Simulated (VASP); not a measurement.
# ZnS (P3m1) in VASP: further runs, part 2 of 2

VASP 6.6.1.

**4. Single point, PBE (mode 23 (322.4 1/cm) frozen in, largest displacement -0.150 Å)**

File INCAR:

```
  ALGO = Normal
  EDIFF = 1E-6
  ENCUT = 520
  GGA = PE
  ISIF = 2
  ISMEAR = 0
  LASPH = T
  LCHARG = F
  LREAL = F
  LWAVE = F
  NBANDS = 46
  NELM = 80
  PREC = Accurate
  SIGMA = 0.05
```

File KPOINTS:

```
k-points
0
Gamma
  12 12 2
```

File POSCAR:

```
ZnS
1.0
    3.8467234434      0.0000000000      0.0000000000
   -1.9233617217      3.3313602233      0.0000000000
    0.0000000000      0.0000000000     12.5902250239
Zn S
4 4
Direct
    0.0000000000      0.0000000000     -0.0034615325
    0.0000000000      0.0000000000      0.5035622263
    0.3333333333      0.6666666667      0.2476083751
    0.6666666667      0.3333333333      0.7524406523
    0.0000000000      0.0000000000      0.1992037025
    0.0000000000      0.0000000000      0.6753756931
    0.3333333333      0.6666666667      0.4376344625
    0.6666666667      0.3333333333      0.9376364205
```

Potentials or basis: VASP PAW PBE potentials, release 64 (Zn, S).

On the command line:

```sh
> cat potpaw_PBE.64/Zn/POTCAR potpaw_PBE.64/S/POTCAR > POTCAR
> mpirun -np 1 vasp_std > vasp.out
```

OUTCAR:

```text
EDIFF = 1E-6
   ENCUT = 520
   GGA = PE
   ISIF = 2
   ISMEAR = 0
   LASPH = T
   LREAL = F
   NELM = 80
   PREC = Accurate

 ion  position               nearest neighbor table
   1  0.000  0.000  0.997-   8 2.34   8 2.34   8 2.34   5 2.55
   2  0.000  0.000  0.504-   6 2.16   7 2.37   7 2.37   7 2.37
   3  0.333  0.667  0.248-   5 2.30   5 2.30   5 2.30   7 2.39
   4  0.667  0.333  0.752-   8 2.33   6 2.42   6 2.42   6 2.42
   5  0.000  0.000  0.199-   3 2.30   3 2.30   3 2.30   1 2.55
   6  0.000  0.000  0.675-   2 2.16   4 2.42   4 2.42   4 2.42
   7  0.333  0.667  0.438-   2 2.37   2 2.37   2 2.37   3 2.39
[... 1390 lines left out ...]
  Total        0.3680971      0.3680971      1.6433536     -0.0000000     -0.0000000      0.0000000
  in kB        3.6553324      3.6553324     16.3190754     -0.0000000     -0.0000000      0.0000000
  external PRESSURE =       7.8765801 kB  Pullay stress =       0.0000000 kB

 VOLUME and BASIS-vectors are now :
 -----------------------------------------------------------------------------
  energy-cutoff  :      520.00
  volume of cell :      161.34
      direct lattice vectors                 reciprocal lattice vectors
     3.846723443  0.000000000  0.000000000     0.259961501  0.150088843  0.000000000
    -1.923361722  3.331360223  0.000000000     0.000000000  0.300177685  0.000000000
     0.000000000  0.000000000 12.590225024     0.000000000  0.000000000  0.079426698

 POSITION                                       TOTAL-FORCE (eV/Angst)
 -----------------------------------------------------------------------------------
      0.00000      0.00000     12.54664        -0.000000     -0.000000      0.803197
      0.00000      0.00000      6.33996        -0.000000      0.000000     -1.641668
     -0.00000      2.22091      3.11745        -0.000000     -0.000000      0.676016
      1.92336      1.11045      9.47340         0.000000      0.000000     -0.824153
      0.00000      0.00000      2.50802         0.000000      0.000000     -1.453117
      0.00000      0.00000      8.50313         0.000000     -0.000000      2.436826
     -0.00000      2.22091      5.50992         0.000000      0.000000     -0.002522
      1.92336      1.11045     11.80505         0.000000      0.000000      0.005422
 -----------------------------------------------------------------------------------
    total drift:                               -0.000002     -0.000000      0.000015

  FREE ENERGIE OF THE ION-ELECTRON SYSTEM (eV)
  ---------------------------------------------------
  free  energy   TOTEN  =       -27.0388860534 eV

  energy  without entropy=      -27.0388860534  energy(sigma->0) =      -27.03888605
```

OSZICAR:

```text
N       E                     dE             d eps       ncg     rms          rms(c)
DAV:   1     0.592281207767E+03    0.59228E+03   -0.33085E+04  3496   0.187E+03
DAV:   2     0.530390854717E+02   -0.53924E+03   -0.51843E+03  3504   0.435E+02
DAV:   3    -0.250439027306E+02   -0.78083E+02   -0.76979E+02  3904   0.152E+02
DAV:   4    -0.288012011765E+02   -0.37573E+01   -0.37425E+01  4212   0.337E+01
DAV:   5    -0.288618234010E+02   -0.60622E-01   -0.60591E-01  4196   0.430E+00    0.137E+01
DAV:   6    -0.270048865566E+02    0.18569E+01   -0.36529E+00  5494   0.427E+01    0.105E+01
DAV:   7    -0.271086125521E+02   -0.10373E+00   -0.46190E+00  4066   0.915E+00    0.408E+00
DAV:   8    -0.270366588886E+02    0.71954E-01   -0.42508E-01  4410   0.855E+00    0.123E+00
DAV:   9    -0.270372517608E+02   -0.59287E-03   -0.90337E-02  4524   0.425E+00    0.380E-01
DAV:  10    -0.270383400993E+02   -0.10883E-02   -0.12242E-02  4144   0.156E+00    0.236E-01
DAV:  11    -0.270386738822E+02   -0.33378E-03   -0.16046E-03  4088   0.470E-01    0.126E-01
DAV:  12    -0.270388612847E+02   -0.18740E-03   -0.45147E-04  4004   0.336E-01    0.473E-02
DAV:  13    -0.270388737071E+02   -0.12422E-04   -0.20328E-04  3962   0.166E-01    0.275E-02
DAV:  14    -0.270388816801E+02   -0.79730E-05   -0.21476E-05  4298   0.751E-02    0.115E-02
DAV:  15    -0.270388858325E+02   -0.41524E-05   -0.11394E-05  3946   0.260E-02    0.682E-03
DAV:  16    -0.270388860534E+02   -0.22086E-06   -0.26396E-06  3758   0.176E-02
   1 F= -.27038886E+02 E0= -.27038886E+02  d E =-.400249E-11
```

It took 6.9 min on 1 thread of Intel Xeon Platinum 8488C (Sapphire Rapids), shared host; peak memory 0.39 GiB.

What came out:

| Quantity | Value |
| --- | --- |
| Free energy | -27.0389 eV |
| Pressure | 0.8 GPa |
| Largest force | 2.437 eV/Å |
| Band gap on the k mesh | 1.61 eV, direct |

Forces on the atoms (eV/Å):
```
Zn   0.000  0.000  0.803
Zn   0.000  0.000 -1.642
Zn   0.000  0.000  0.676
Zn   0.000  0.000 -0.824
S    0.000  0.000 -1.453
S    0.000  0.000  2.437
S    0.000  0.000 -0.003
S    0.000  0.000  0.005
```

Stress tensor (GPa, compression positive):
```
0.37 0.00 0.00
0.00 0.37 0.00
0.00 0.00 1.63
```

Levels at points of the mesh, in eV from the valence-band top:
| k point | band 34 | band 35 | band 36 | band 37 | band 38 | band 39 |
| --- | --- | --- | --- | --- | --- | --- |
| (0.00, 0.00, 0.00) | -0.24 | 0.00 | 0.00 | 1.61 | 2.63 | 3.10 |
| (0.50, 0.00, 0.00) | -1.71 | -1.18 | -0.85 | 2.73 | 3.05 | 3.41 |
| (0.00, 0.00, 0.50) | -0.61 | -0.02 | -0.02 | 2.17 | 2.70 | 2.87 |
| (0.50, 0.00, 0.50) | -1.61 | -1.40 | -0.89 | 2.97 | 3.44 | 3.52 |

Caveat: the cell differs from its parent crystal (mode 23 (322.4 1/cm) frozen in, largest displacement -0.150 Å); forces of over 1 eV/Å act on the atoms, so gaps and moduli don't describe the material at rest.

**5. Single point, PBE (mode 23 (322.4 1/cm) frozen in, largest displacement +0.113 Å)**

File INCAR:

```
ALGO     = Normal         # electronic algorithm
EDIFF    = 1E-6           # SCF threshold, eV
ENCUT    = 520            # plane-wave cutoff, eV
GGA      = PE             # functional
ISIF     = 2              # what is computed and relaxed
ISMEAR   = 0              # smearing method
LASPH    = True           # aspherical terms in the spheres
LCHARG   = False          # write CHGCAR
LREAL    = False          # projectors in reciprocal space
LWAVE    = False          # write WAVECAR
NBANDS   = 46             # bands
NELM     = 80             # most SCF steps
PREC     = Accurate       # precision mode
SIGMA    = 0.05           # smearing width, eV
```

KPOINTS is that of step 4.

File POSCAR:

```
ZnS
1.0
    3.8467234434      0.0000000000      0.0000000000
   -1.9233617217      3.3313602233      0.0000000000
    0.0000000000      0.0000000000     12.5902250239
Zn S
4 4
Direct
    0.0000000000      0.0000000000      0.0026842565
    0.0000000000      0.0000000000      0.4974164373
    0.3333333333      0.6666666667      0.2518366176
    0.6666666667      0.3333333333      0.7482124098
    0.0000000000      0.0000000000      0.1783541943
    0.0000000000      0.0000000000      0.6962252013
    0.3333333333      0.6666666667      0.4376361758
    0.6666666667      0.3333333333      0.9376347072
```

Potentials or basis: VASP PAW PBE potentials, release 64 (Zn, S).

On the command line:

```sh
> cat potpaw_PBE.64/Zn/POTCAR potpaw_PBE.64/S/POTCAR > POTCAR
> mpirun -np 1 vasp_std > vasp.out
```

OUTCAR:

```text
EDIFF = 1E-6
   ENCUT = 520
   GGA = PE
   ISIF = 2
   ISMEAR = 0
   LASPH = True
   LREAL = False
   NELM = 80
   PREC = Accurate

 ion  position               nearest neighbor table
   1  0.000  0.000  0.003-   5 2.21   8 2.37   8 2.37   8 2.37
   2  0.000  0.000  0.497-   7 2.34   7 2.34   7 2.34   6 2.50
   3  0.333  0.667  0.252-   7 2.34   5 2.41   5 2.41   5 2.41
   4  0.667  0.333  0.748-   6 2.32   6 2.32   6 2.32   8 2.38
[... 1393 lines left out ...]
  Total        0.2841087      0.2841087      0.9717535      0.0000000      0.0000000      0.0000000
  in kB        2.8212990      2.8212990      9.6498515      0.0000000      0.0000000      0.0000000
  external PRESSURE =       5.0974832 kB  Pullay stress =       0.0000000 kB

 VOLUME and BASIS-vectors are now :
 -----------------------------------------------------------------------------
  energy-cutoff  :      520.00
  volume of cell :      161.34
      direct lattice vectors                 reciprocal lattice vectors
     3.846723443  0.000000000  0.000000000     0.259961501  0.150088843  0.000000000
    -1.923361722  3.331360223  0.000000000     0.000000000  0.300177685  0.000000000
     0.000000000  0.000000000 12.590225024     0.000000000  0.000000000  0.079426698

 POSITION                                       TOTAL-FORCE (eV/Angst)
 -----------------------------------------------------------------------------------
      0.00000      0.00000      0.03380         0.000000     -0.000000     -1.113149
      0.00000      0.00000      6.26258         0.000000      0.000000      0.655637
     -0.00000      2.22091      3.17068        -0.000000     -0.000000     -0.610104
      1.92336      1.11045      9.42016        -0.000000      0.000000      0.528958
      0.00000      0.00000      2.24552        -0.000000     -0.000000      1.701119
      0.00000      0.00000      8.76563         0.000000     -0.000000     -1.161258
     -0.00000      2.22091      5.50994        -0.000000     -0.000000      0.000799
      1.92336      1.11045     11.80503         0.000000     -0.000000     -0.002002
 -----------------------------------------------------------------------------------
    total drift:                                0.000000     -0.000002      0.000424

  FREE ENERGIE OF THE ION-ELECTRON SYSTEM (eV)
  ---------------------------------------------------
  free  energy   TOTEN  =       -27.1985844557 eV

  energy  without entropy=      -27.1985844557  energy(sigma->0) =      -27.19858446
```

stdout:

```text
POSCAR found type information on POSCAR ZnS
 POSCAR found :  2 types and       8 ions
 scaLAPACK will be used
 LDA part: xc-table for (Slater+PW92), standard interpolation
 POSCAR, INCAR and KPOINTS ok, starting setup
 FFT: planning ... GRIDC
 FFT: planning ... GRID_SOFT
 FFT: planning ... GRID
 WAVECAR not read
 entering main loop
```

It took 8 min on 1 thread of Oxide Virtual Turin-like, shared host; peak memory 0.36 GiB.

Results:

- Free energy: -27.1986 eV
- Pressure: 0.5 GPa
- Largest force: 1.701 eV/Å
- Band gap on the k mesh: 1.78 eV, direct

Forces in eV/Å, atoms in the order of the input:
```
Zn   0.000  0.000 -1.113
Zn   0.000  0.000  0.656
Zn   0.000  0.000 -0.610
Zn   0.000  0.000  0.529
S    0.000  0.000  1.701
S    0.000  0.000 -1.161
S    0.000  0.000  0.001
S    0.000  0.000 -0.002
```

Stress tensor (GPa, compression positive):
```
0.28 0.00 0.00
0.00 0.28 0.00
0.00 0.00 0.96
```

Caveat: the cell differs from its parent crystal (mode 23 (322.4 1/cm) frozen in, largest displacement +0.113 Å); forces of over 1 eV/Å act on the atoms, so gaps and moduli don't describe the material at rest.
